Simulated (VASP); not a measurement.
# Ti3SiN4 in VASP: single point with PBE

Aim: the single point of Ti3SiN4 with PBE.

Everything below comes from runs of VASP 6.6.1. Logs are shortened: lines on timing, memory, paths and dates and some standing lists are left out, and cuts for length are marked.

**1. The cell of the first run**

The cell holds a slab with vacuum, 8 atoms: a = 3.003 Å, b = 3.003 Å, c = 22.623 Å, α = 90.00°, β = 90.00°, γ = 120.00°.

**2. Single point, PBE**

Input file INCAR:

```
SYSTEM = Ti3SiN4
PREC = Accurate
ENCUT = 520
EDIFF = 1E-6
ISMEAR = 0
SIGMA = 0.1
LREAL = .FALSE.
LASPH = .TRUE.
NELM = 80
ALGO = Normal
ISIF = 2
LWAVE = .FALSE.
LCHARG = .FALSE.
LDIPOL = .TRUE.
IDIPOL = 3
DIPOL = 0.5 0.5 0.368
GGA = PE
NBANDS = 40
```

Input file KPOINTS:

```
regular mesh
0
G
  9 9 1
  0 0 0
```

Input file POSCAR:

```
Ti3SiN4
1.0
    3.0028555065      0.0000000000      0.0000000000
   -1.5014277533      2.6005491526      0.0000000000
    0.0000000000      0.0000000000     22.6233846960
N Ti Si
4 3 1
Direct
    0.3333333333      0.6666666667      0.1768082033
    0.0000000000      0.0000000000      0.2851837309
    0.6666666667      0.3333333333      0.3897111675
    0.3333333333      0.6666666667      0.4916764156
    0.6666666667      0.3333333333      0.2309959671
    0.3333333333      0.6666666667      0.3401655979
    0.0000000000      0.0000000000      0.4575116027
    0.3333333333      1.0000000000      0.5707969082
```

Potentials or basis: VASP PAW PBE potentials, release 64 (N, Ti_sv, Si).

Command:

```sh
> cat potpaw_PBE.64/N/POTCAR potpaw_PBE.64/Ti_sv/POTCAR potpaw_PBE.64/Si/POTCAR > POTCAR
> mpirun -np 1 vasp_std > vasp.out
```

OUTCAR:

```text
SYSTEM = Ti3SiN4
   PREC = Accurate
   ENCUT = 520
   EDIFF = 1E-6
   ISMEAR = 0
   LREAL = .FALSE.
   LASPH = .TRUE.
   NELM = 80
   ISIF = 2
   GGA = PE

 ion  position               nearest neighbor table
   1  0.333  0.667  0.177-   5 2.12   5 2.12   5 2.12
   2  0.000  0.000  0.285-   5 2.12   5 2.12   5 2.12   6 2.13   6 2.13   6 2.13
   3  0.667  0.333  0.390-   6 2.06   6 2.06   6 2.06   7 2.31   7 2.31   7 2.31
   4  0.333  0.667  0.492-   7 1.90   7 1.90   7 1.90   8 2.05
   5  0.667  0.333  0.231-   1 2.12   2 2.12   1 2.12   2 2.12   2 2.12   1 2.12
   6  0.333  0.667  0.340-   3 2.06   3 2.06   3 2.06   2 2.13   2 2.13   2 2.13
   7  0.000  0.000  0.458-   4 1.90   4 1.90   4 1.90   3 2.31   3 2.31   3 2.31   8 2.75
   8  0.333  0.000  0.571-   4 2.05   7 2.75

  LATTYP: Found a hexagonal cell.
 ALAT       =     3.0028555065
 C/A-ratio  =     7.5339571441

  Lattice vectors:

 A1 = (   3.0028555065,   0.0000000000,   0.0000000000)
 A2 = (  -1.5014277533,   2.6005491526,   0.0000000000)
 A3 = (   0.0000000000,   0.0000000000,  22.6233846960)

Analysis of symmetry for initial positions (statically):
=====================================================================
 Subroutine PRICEL returns:
 Original cell was already a primitive cell.

 Routine SETGRP: Setting up the symmetry group for a
 hexagonal supercell.

 Subroutine GETGRP returns: Found  1 space group operations
 (whereof  1 operations were pure point group operations)
 out of a pool of 24 trial point group operations.

The static configuration has the point symmetry C_1 .

Analysis of symmetry for dynamics (positions and initial velocities):
=====================================================================
 Subroutine PRICEL returns:
 Original cell was already a primitive cell.

 Routine SETGRP: Setting up the symmetry group for a
 hexagonal supercell.

 Subroutine GETGRP returns: Found  1 space group operations
 (whereof  1 operations were pure point group operations)
 out of a pool of 24 trial point group operations.

The dynamic configuration has the point symmetry C_1 .

 Subroutine INISYM returns: Found  1 space group operations
 (whereof  1 operations are pure point group operations),
 and found     1 'primitive' translations

----------------------------------------------------------------------------------------

                                     Primitive cell

[... 114 lines left out ...]
   NUPDOWN=      -1.0000    fix difference up-down
   EMIN   =  10.00;   EMAX   =-10.00  energy-range for DOS
   EFERMI =   0.00;   METHOD = LEGACY
   ISMEAR =     0;   SIGMA  =   0.10  broadening in eV -4-tet -1-fermi 0-gaus
   EFERMI_NEDOS =   21; number of points for ismear=-14 and -15
   IALGO  =     38    algorithm
   IMIX   =      4    mixing-type and parameters
     AMIX     =   0.40;   BMIX     =  1.00
     AMIX_MAG =   1.60;   BMIX_MAG =  1.00
  volume/ion in A,a.u.               =      22.08       149.03
  Fermi-wavevector in a.u.,A,eV,Ry     =   1.142193  2.158432 17.750231  1.304605
  Thomas-Fermi vector in A             =   2.278892
   LORBIT       =      0    0 simple, 1 ext, 2 COOP (PROOUT), +10 PAW based schemes
   GGA     = PE    functional components
   LHFCALC =     F    Hartree Fock is set to
   AEXX    =    0.0000 exact exchange contribution
   IVDW    =     0    specifies the selected vdW correction
   LEPSILON=     F    determine dielectric tensor
   LRPA    =     F    only Hartree local field effects (RPA)
 non-spin polarized calculation
 Gauss-broadening in eV      SIGMA  =   0.10
  energy-cutoff  :      520.00
  volume of cell :      176.67
 maximum number of plane-waves:      4849
   NGX = 11   NGY = 11   NGZ = 85

 dipolmoment           0.000000      0.000000      0.058855 electrons x Angstroem

 number of electron      60.0000012 magnetization

 dipolmoment           0.000000      0.000000     -0.179556 electrons x Angstroem

 Free energy of the ion-electron system (eV)
  ---------------------------------------------------
  ext. energy  EPLUGINS =         0.00000000
  ---------------------------------------------------
  free energy    TOTEN  =       -68.68159191 eV

  energy without entropy =      -68.66376635  energy(sigma->0) =      -68.67267913

 E-fermi :   1.2168     XC(G=0):  -6.4931

 val. band max:        1.1839019893   @ k =   0.0000   0.4444   0.0000
 cond. band min:       1.2424328228   @ k =  -0.3333  -0.4444   0.0000
 fundamental gap:      0.0585308334
 Fermi energy:         1.2167823505

 k-point     1 :       0.0000    0.0000    0.0000
  band No.  band energies     occupation
      1     -56.6562      2.00000
      2     -56.5480      2.00000
      3     -55.4173      2.00000
      4     -33.0415      2.00000
      5     -32.8165      2.00000
      6     -32.7089      2.00000
[... 1021 lines left out ...]
     39       4.3806      0.00000
     40       4.5959      0.00000

 [... further k-points ...]

------------------------ aborting loop because EDIFF is reached ----------------------------------------

 vacuum level on the upper side and lower side of the slab       (xc-potential included)        -2.197         1.794

  FORCE on cell =-STRESS in cart. coord.  units (eV):
  Direction    XX          YY          ZZ          XY          YZ          ZX
  --------------------------------------------------------------------------------------
  -------------------------------------------------------------------------------------
  Total        2.1305589      1.5879153     -2.6303676      0.6856733     -1.6952986      0.7609623
  in kB       19.3217765     14.4006082    -23.8544791      6.2182869    -15.3744544      6.9010729
  external PRESSURE =       3.2893018 kB  Pullay stress =       0.0000000 kB

 VOLUME and BASIS-vectors are now :
 -----------------------------------------------------------------------------
  energy-cutoff  :      520.00
  volume of cell :      176.67
      direct lattice vectors                 reciprocal lattice vectors
     3.002855506  0.000000000  0.000000000     0.333016357  0.192267083  0.000000000
    -1.501427753  2.600549153  0.000000000     0.000000000  0.384534166  0.000000000
     0.000000000  0.000000000 22.623384696     0.000000000  0.000000000  0.044202051

 POSITION                                       TOTAL-FORCE (eV/Angst)
 -----------------------------------------------------------------------------------
     -0.00000      1.73370      4.00000         0.009156     -0.000662      4.329505
      0.00000      0.00000      6.45182         0.019908      0.002593      1.209775
      1.50143      0.86685      8.81659        -0.026357      0.059683      1.230547
     -0.00000      1.73370     11.12338        -0.382122      0.896545      2.629014
      1.50143      0.86685      5.22591        -0.000181     -0.004416     -5.612360
     -0.00000      1.73370      7.69570        -0.051185     -0.013712     -0.275356
      0.00000      0.00000     10.35046         0.034825     -0.023409     -3.511177
      1.00095      0.00000     12.91336         0.395957     -0.916623      0.000051
 -----------------------------------------------------------------------------------
    total drift:                               -0.000043      0.000189     -0.000498

  FREE ENERGIE OF THE ION-ELECTRON SYSTEM (eV)
  ---------------------------------------------------
  free  energy   TOTEN  =       -68.6815919091 eV

  energy  without entropy=      -68.6637663538  energy(sigma->0) =      -68.67267913

 vacuum level on the upper side and lower side of the slab         5.097         9.113
```

stdout:

```text
POSCAR found type information on POSCAR N TiSi
 POSCAR found :  3 types and       8 ions
 scaLAPACK will be used
 LDA part: xc-table for (Slater+PW92), standard interpolation
 POSCAR, INCAR and KPOINTS ok, starting setup
 FFT: planning ... GRIDC
 FFT: planning ... GRID_SOFT
 FFT: planning ... GRID
 WAVECAR not read
 entering main loop
```

It took 4.8 min on 1 thread of Intel Xeon 6975P-C (Granite Rapids), shared host; peak memory 0.43 GiB.

Results:

| Item | Value |
| --- | --- |
| Free energy | -68.6816 eV |
| Largest force | 5.612 eV/Å |
| Band gap on the k mesh | zero (bands 30 and 31 overlap by 0.80 eV) |

Forces in eV/Å, atoms in the order of the input:
```
N    0.009 -0.001  4.330
N    0.020  0.003  1.210
N   -0.026  0.060  1.231
N   -0.382  0.897  2.629
Ti   0.000 -0.004 -5.612
Ti  -0.051 -0.014 -0.275
Ti   0.035 -0.023 -3.511
Si   0.396 -0.917  0.000
```
